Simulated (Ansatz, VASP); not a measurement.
## Be2Cd2O: VASP beside Ansatz

Contents of INCAR:

```
ALGO = Normal ; EDIFF = 1E-7
ENCUT = 520 ; GGA = PE
ISIF = 2 ; ISMEAR = 0
ISPIN = 2 ; LASPH = True
LCHARG = False ; LORBIT = 11
LREAL = False ; LWAVE = False
MAGMOM = 0 0 0 0 1 ; NBANDS = 29
NELM = 150 ; PREC = Accurate
SIGMA = 0.1
```

Contents of KPOINTS:

```
k-points
0
Gamma
  6 6 6
```

The input POSCAR:

```
Be2Cd2O
1.0
    0.0000000000      2.4764198300      5.3762913600
    2.4513196100      0.0000000000      5.3762913600
    2.4513196100      2.4764198300      0.0000000000
Be Cd O
2 2 1
Direct
    0.3632000100      0.3632000100      0.6367999900
    0.6367999900      0.6367999900      0.3632000100
    0.7500000000      0.7500000000      0.7500000000
    0.2500000000      0.2500000000      0.2500000000
    0.0000000000      0.0000000000      0.0000000000
```

Input for Ansatz:

```yaml
crystal:
  lattice:
    - [0.0, 2.47641983, 5.37629136]
    - [2.45131961, 0.0, 5.37629136]
    - [2.45131961, 2.47641983, 0.0]
  atoms:
    - { symbol: Be, position: [0.36320001, 0.36320001, 0.63679999] }
    - { symbol: Be, position: [0.63679999, 0.63679999, 0.36320001] }
    - { symbol: Cd, position: [0.75, 0.75, 0.75] }
    - { symbol: Cd, position: [0.25, 0.25, 0.25] }
    - { symbol: O, position: [0.0, 0.0, 0.0], spin: 1.0 }
basis:
  ecutwfc: 420
kpoints:
  mp_grid: { grid: [6, 6, 6] }
hamiltonian:
  xc: pbe
scf:
  occupations: { method: gaussian, width: 0.1 }
  lower_state_search: "off"
output:
  forces: true
  stress: true
  eigenvalues: true
  populations: true
magnetization:
  spin_polarized: true
```

Change from the starting cell: species swapped into the EuFe2As2 type (Fmmm, No. 69).

Alike in both runs: task single point; functional PBE; k mesh 6 × 6 × 6; occupations gaussian, width 0.1 eV; collinear spin.

```csv
,VASP,Ansatz
version,VASP 6.6.1,Ansatz 0.2.0
potentials or method,"VASP PAW PBE potentials, release 64 (Be, Cd, O), cutoff 520 eV","scalar-relativistic, plane waves, PAW"
valence electrons in the cell,34,50
```

|  | VASP | Ansatz | Ansatz less VASP |
| --- | --- | --- | --- |
| gap on the k mesh at the Fermi level (eV) | none | none | - |
| rms of the force components (eV/Å) | 2.300 | 2.261 | -0.0393 |
| net moment per atom (μB) | 0.00 | 0.00 | 0.000 |

Atom by atom the forces differ by 0.039 eV/Å (rms over components). A gap of «none» marks a metal or a gap that the smearing closes. VASP's potentials hold 34 valence electrons a cell and Ansatz's 50, so a difference there can come from the potentials and not from the codes. Ansatz's warnings: seeded moment not kept.
